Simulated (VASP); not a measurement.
A run of VASP 6.6.1:

File INCAR:

```
SYSTEM = Si
PREC = Accurate
ENCUT = 520
EDIFF = 1E-6
ISMEAR = 0
SIGMA = 0.1
LREAL = .False.
LASPH = .True.
NELM = 60
ALGO = Normal
ISIF = 2
LWAVE = .False.
LCHARG = .False.
LDIPOL = .True.
IDIPOL = 3
DIPOL = 0.5 0.5 0.500
GGA = PE
NBANDS = 11
```

File KPOINTS:

```
Automatic mesh
0
Gamma
  15 15 1
  0 0 0
```

The input POSCAR:

```
Si
1.0
    3.8678960150      0.0000000000      0.0000000000
   -1.9339480075      3.3496962082      0.0000000000
    0.0000000000      0.0000000000     28.0000000000
Si
2
Direct
    0.3333333333      0.6666666667      0.5080527611
    0.6666666667      0.3333333333      0.4919472389
```

Potentials or basis: VASP PAW PBE potentials, release 64 (Si).

Launch:

```sh
$ cat potpaw_PBE.64/Si/POTCAR > POTCAR
$ mpirun -np 1 vasp_std > vasp.out
```

Hardware: 1 thread of AMD EPYC 7R43 64-Core Processor (Zen 3), with other jobs on the host.

Q: How long does it take, and how much memory?

A: Wall time 3.6 min on 1 thread of AMD EPYC 7R43 64-Core Processor (Zen 3) (shared host), peak memory 0.42 GiB. Counts: scf iterations 21, k points 27.
